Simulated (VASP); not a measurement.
# CdS (F-43m) in VASP: single point with PBE

Aim: the single point of CdS with PBE.

Everything below comes from runs of VASP 6.6.1. Logs are shortened: lines on timing, memory, paths and dates and some standing lists are left out, and cuts for length are marked.

## 1. The cell of the first run

The structure is cubic, space group F-43m (No. 216). The conventional cell has a = 5.927 Å, b = 5.927 Å, c = 5.927 Å, α = 90.00°, β = 90.00°, γ = 90.00°. Cd (site symmetry -43m) has 4 S at 2.57 Å within 3.4 Å. Within 3.4 Å of S (site symmetry -43m) lie 4 Cd at 2.57 Å.

## 2. Single point, PBE

INCAR

```
  PREC = Accurate
  ENCUT = 500
  EDIFF = 1E-6
  ISMEAR = 0
  SIGMA = 0.02
  LREAL = False
  LASPH = True
  NELM = 120
  ALGO = Normal
  ISIF = 2
  LWAVE = False
  LCHARG = False
  GGA = PE
  NBANDS = 16
  GGA_COMPAT = False
```

KPOINTS

```
regular mesh
0
Gamma
  8 8 8
```

POSCAR

```
CdS
1.0
    0.0000000000      2.9634773958      2.9634773958
    2.9634773958      0.0000000000      2.9634773958
    2.9634773958      2.9634773958      0.0000000000
Cd S
1 1
Direct
    0.0000000000      0.0000000000      0.0000000000
    0.2500000000      0.2500000000      0.2500000000
```

Potentials or basis: VASP PAW PBE potentials, release 64 (Cd, S).

Command:

```sh
> cat potpaw_PBE.64/Cd/POTCAR potpaw_PBE.64/S/POTCAR > POTCAR
> mpirun -np 1 vasp_std > vasp.out
```

OUTCAR:

```text
PREC = Accurate
   ENCUT = 500
   EDIFF = 1E-6
   ISMEAR = 0
   LREAL = False
   LASPH = True
   NELM = 120
   ISIF = 2
   GGA = PE

 ion  position               nearest neighbor table
   1  0.000  0.000  0.000-   2 2.57   2 2.57   2 2.57   2 2.57
   2  0.250  0.250  0.250-   1 2.57   1 2.57   1 2.57   1 2.57

  LATTYP: Found a face centered cubic cell.
 ALAT       =     5.9269547916

  Lattice vectors:

 A1 = (   0.0000000000,   2.9634773958,   2.9634773958)
 A2 = (   2.9634773958,   0.0000000000,   2.9634773958)
 A3 = (   2.9634773958,   2.9634773958,   0.0000000000)

Analysis of symmetry for initial positions (statically):
=====================================================================
 Subroutine PRICEL returns:
 Original cell was already a primitive cell.

 Routine SETGRP: Setting up the symmetry group for a
 face centered cubic supercell.

 Subroutine GETGRP returns: Found 24 space group operations
 (whereof 24 operations were pure point group operations)
 out of a pool of 48 trial point group operations.

The static configuration has the point symmetry T_d .

Analysis of symmetry for dynamics (positions and initial velocities):
=====================================================================
 Subroutine PRICEL returns:
 Original cell was already a primitive cell.

 Routine SETGRP: Setting up the symmetry group for a
 face centered cubic supercell.

 Subroutine GETGRP returns: Found 24 space group operations
 (whereof 24 operations were pure point group operations)
 out of a pool of 48 trial point group operations.

The dynamic configuration has the point symmetry T_d .

 Subroutine INISYM returns: Found 24 space group operations
 (whereof 24 operations are pure point group operations),
 and found     1 'primitive' translations

----------------------------------------------------------------------------------------

                                     Primitive cell

  volume of cell :      52.0517

  direct lattice vectors                    reciprocal lattice vectors
     0.000000000  2.963477396  2.963477396    -0.168720707  0.168720707  0.168720707
     2.963477396  0.000000000  2.963477396     0.168720707 -0.168720707  0.168720707
     2.963477396  2.963477396  0.000000000     0.168720707  0.168720707 -0.168720707

  length of vectors
     4.190989925  4.190989925  4.190989925     0.292232836  0.292232836  0.292232836

  position of ions in fractional coordinates (direct lattice)
     0.000000000  0.000000000  0.000000000
     0.250000000  0.250000000  0.250000000

  ion indices of the primitive-cell ions
   primitive index   ion index
                 1           1
                 2           2

----------------------------------------------------------------------------------------

 KPOINTS: regular mesh

Automatic generation of k-mesh.
 Grid dimensions read from file:
 generate k-points for:    8    8    8

 Generating k-lattice:

  Cartesian coordinates                     Fractional coordinates (reciprocal lattice)
    -0.021090088  0.021090088  0.021090088     0.125000000  0.000000000  0.000000000
     0.021090088 -0.021090088  0.021090088     0.000000000  0.125000000  0.000000000
     0.021090088  0.021090088 -0.021090088     0.000000000  0.000000000  0.125000000

  Length of vectors
     0.036529104  0.036529104  0.036529104

  Shift w.r.t. Gamma in fractional coordinates (k-lattice)
     0.000000000  0.000000000  0.000000000

 Subroutine IBZKPT returns following result:
 ===========================================

 Found     29 irreducible k-points:

 Following reciprocal coordinates:
            Coordinates               Weight
  0.000000  0.000000  0.000000      1.000000
  0.125000  0.000000  0.000000      8.000000
  0.250000  0.000000  0.000000      8.000000
  0.375000  0.000000  0.000000      8.000000
  0.500000  0.000000  0.000000      4.000000
  0.125000  0.125000  0.000000      6.000000
[... 16 lines left out ...]
  0.500000  0.250000  0.125000     48.000000
 -0.375000  0.250000  0.125000     24.000000
 [... further k-points ...]
   k-points           NKPTS =     29   k-points in BZ     NKDIM =     29   number of bands    NBANDS=     16
   number of dos      NEDOS =    301   number of ions     NIONS =      2
   total plane-waves  NPLWV =  32768
   dimension x,y,z NGX =    32 NGY =   32 NGZ =   32
   dimension x,y,z NGXF=    64 NGYF=   64 NGZF=   64
   ions per type =               1   1
   NGX,Y,Z   is equivalent  to a cutoff of  12.69, 12.69, 12.69 a.u.
   NGXF,Y,Z  is equivalent  to a cutoff of  25.39, 25.39, 25.39 a.u.
 SYSTEM =  unknown system
   PREC   = accura    normal or accurate (medium, high low for compatibility)
   ISTART =      0    job   : 0-new  1-cont  2-samecut
   ICHARG =      2    charge: 1-file 2-atom 10-const
   ISPIN  =      1    spin polarized calculation?
   LNONCOLLINEAR =      F non collinear calculations
   LSORBIT =      F    spin-orbit coupling
   LASPH  =      T    aspherical Exc in radial PAW
   ENCUT  =  500.0 eV  36.75 Ry    6.06 a.u.   7.64  7.64  7.64*2*pi/ulx,y,z
   NELM   =    120;   NELMIN=  2; NELMDL= -5     # of ELM steps
   EDIFF  = 0.1E-05   stopping-criterion for ELM
   LREAL  =      F    real-space projection
   EDIFFG = 0.1E-04   stopping-criterion for IOM
   NSW    =      0    number of steps for IOM
   IBRION =     -1    ionic relax: 0-MD 1-quasi-New 2-CG
   NFREE  =      0    steps in history (QN), initial steepest desc. (CG)
   ISIF   =      2    stress and relaxation
   ISYM   =      2    0-nonsym 1-usesym 2-fastsym
   POTIM  = 0.5000    time-step for ionic-motion
   TEBEG  =    0.0;   TEEND  =   0.0 temperature during run
   PSTRESS=    0.0 pullay stress
   NELECT =      18.0000    total number of electrons
   NUPDOWN=      -1.0000    fix difference up-down
   EMIN   =  10.00;   EMAX   =-10.00  energy-range for DOS
   EFERMI =   0.00;   METHOD = LEGACY
   ISMEAR =     0;   SIGMA  =   0.02  broadening in eV -4-tet -1-fermi 0-gaus
   EFERMI_NEDOS =   21; number of points for ismear=-14 and -15
   IALGO  =     38    algorithm
   IMIX   =      4    mixing-type and parameters
     AMIX     =   0.40;   BMIX     =  1.00
     AMIX_MAG =   1.60;   BMIX_MAG =  1.00
  volume/ion in A,a.u.               =      26.03       175.63
  Fermi-wavevector in a.u.,A,eV,Ry     =   1.149090  2.171465 17.965239  1.320408
  Thomas-Fermi vector in A             =   2.285762
   LORBIT       =      0    0 simple, 1 ext, 2 COOP (PROOUT), +10 PAW based schemes
   GGA     = PE    functional components
   LHFCALC =     F    Hartree Fock is set to
   AEXX    =    0.0000 exact exchange contribution
   IVDW    =     0    specifies the selected vdW correction
   LEPSILON=     F    determine dielectric tensor
   LRPA    =     F    only Hartree local field effects (RPA)
 non-spin polarized calculation
 Gauss-broadening in eV      SIGMA  =   0.02
  energy-cutoff  :      500.00
  volume of cell :       52.05
 maximum number of plane-waves:      1363
   NGX = 15   NGY = 15   NGZ = 15

 number of electron      18.0000001 magnetization

 Free energy of the ion-electron system (eV)
  ---------------------------------------------------
  ext. energy  EPLUGINS =         0.00000000
  ---------------------------------------------------
  free energy    TOTEN  =        -6.14712734 eV

  energy without entropy =       -6.14712734  energy(sigma->0) =       -6.14712734

 E-fermi :   1.0598     XC(G=0):  -8.9271

 val. band max:        0.9160633052   @ k =   0.0000   0.0000   0.0000
 cond. band min:       1.9591560944   @ k =   0.0000   0.0000   0.0000
 fundamental gap:      1.0430927892
 Fermi energy:         1.0597725249

 k-point     1 :       0.0000    0.0000    0.0000
  band No.  band energies     occupation
      1     -11.1714      2.00000
      2      -6.6516      2.00000
      3      -6.6516      2.00000
      4      -6.6516      2.00000
      5      -6.2346      2.00000
      6      -6.2346      2.00000
[... 8 lines left out ...]
     15      12.3214      0.00000
     16      12.3214      0.00000

 k-point     2 :       0.1250    0.0000    0.0000
  band No.  band energies     occupation
      1     -11.1156      2.00000
      2      -6.6319      2.00000
      3      -6.6319      2.00000
      4      -6.6000      2.00000
      5      -6.2354      2.00000
      6      -6.2354      2.00000
[... 8 lines left out ...]
     15      11.7430      0.00000
     16      12.7110      0.00000

 k-point     3 :       0.2500    0.0000    0.0000
  band No.  band energies     occupation
      1     -10.9803      2.00000
      2      -6.5890      2.00000
      3      -6.5890      2.00000
      4      -6.4207      2.00000
      5      -6.2306      2.00000
      6      -6.2306      2.00000
[... 8 lines left out ...]
     15      11.5104      0.00000
     16      12.1283      0.00000

 k-point     4 :       0.3750    0.0000    0.0000
  band No.  band energies     occupation
      1     -10.8452      2.00000
      2      -6.5560      2.00000
      3      -6.5560      2.00000
      4      -6.2133      2.00000
      5      -6.2133      2.00000
      6      -6.1076      2.00000
[... 8 lines left out ...]
     15      12.3285      0.00000
     16      12.3285      0.00000
[... 324 lines left out ...]
 k-point    22 :       0.3750    0.2500    0.1250
  band No.  band energies     occupation
      1     -10.8810      2.00000
      2      -6.5421      2.00000
      3      -6.5198      2.00000
      4      -6.3642      2.00000
      5      -6.2245      2.00000
      6      -6.1782      2.00000
[... 8 lines left out ...]
     15      12.8207      0.00000
     16      14.6119      0.00000

 k-point    23 :       0.5000    0.2500    0.1250
  band No.  band energies     occupation
      1     -10.7748      2.00000
      2      -6.5110      2.00000
      3      -6.4886      2.00000
      4      -6.2874      2.00000
      5      -6.2048      2.00000
      6      -5.9635      2.00000
[... 8 lines left out ...]
     15      13.5270      0.00000
     16      13.8877      0.00000

 k-point    24 :      -0.3750    0.2500    0.1250
  band No.  band energies     occupation
      1     -10.7314      2.00000
      2      -6.5065      2.00000
      3      -6.4741      2.00000
      4      -6.2551      2.00000
      5      -6.2108      2.00000
      6      -5.7950      2.00000
[... 8 lines left out ...]
     15      13.0857      0.00000
     16      13.9285      0.00000

 [... further k-points ...]

------------------------ aborting loop because EDIFF is reached ----------------------------------------

  FORCE on cell =-STRESS in cart. coord.  units (eV):
  Direction    XX          YY          ZZ          XY          YZ          ZX
  --------------------------------------------------------------------------------------
  -------------------------------------------------------------------------------------
  Total        0.0893759      0.0893759      0.0893759     -0.0000000     -0.0000000     -0.0000000
  in kB        2.7510351      2.7510351      2.7510351     -0.0000000     -0.0000000     -0.0000000
  external PRESSURE =       2.7510351 kB  Pullay stress =       0.0000000 kB

 VOLUME and BASIS-vectors are now :
 -----------------------------------------------------------------------------
  energy-cutoff  :      500.00
  volume of cell :       52.05
      direct lattice vectors                 reciprocal lattice vectors
     0.000000000  2.963477396  2.963477396    -0.168720707  0.168720707  0.168720707
     2.963477396  0.000000000  2.963477396     0.168720707 -0.168720707  0.168720707
     2.963477396  2.963477396  0.000000000     0.168720707  0.168720707 -0.168720707

 POSITION                                       TOTAL-FORCE (eV/Angst)
 -----------------------------------------------------------------------------------
      0.00000      0.00000      0.00000        -0.000000      0.000000      0.000000
      1.48174      1.48174      1.48174         0.000000     -0.000000     -0.000000
 -----------------------------------------------------------------------------------
    total drift:                               -0.000000     -0.000000      0.000000

  FREE ENERGIE OF THE ION-ELECTRON SYSTEM (eV)
  ---------------------------------------------------
  free  energy   TOTEN  =        -6.1471273433 eV

  energy  without entropy=       -6.1471273433  energy(sigma->0) =       -6.14712734
```

Wall time 8.8 s (1 thread of Intel Xeon 6975P-C (Granite Rapids), shared host); peak memory 0.18 GiB.

Results:

```
Free energy            : -6.1471 eV
Pressure               : 0.3 GPa
Band gap on the k mesh : 1.04 eV
```
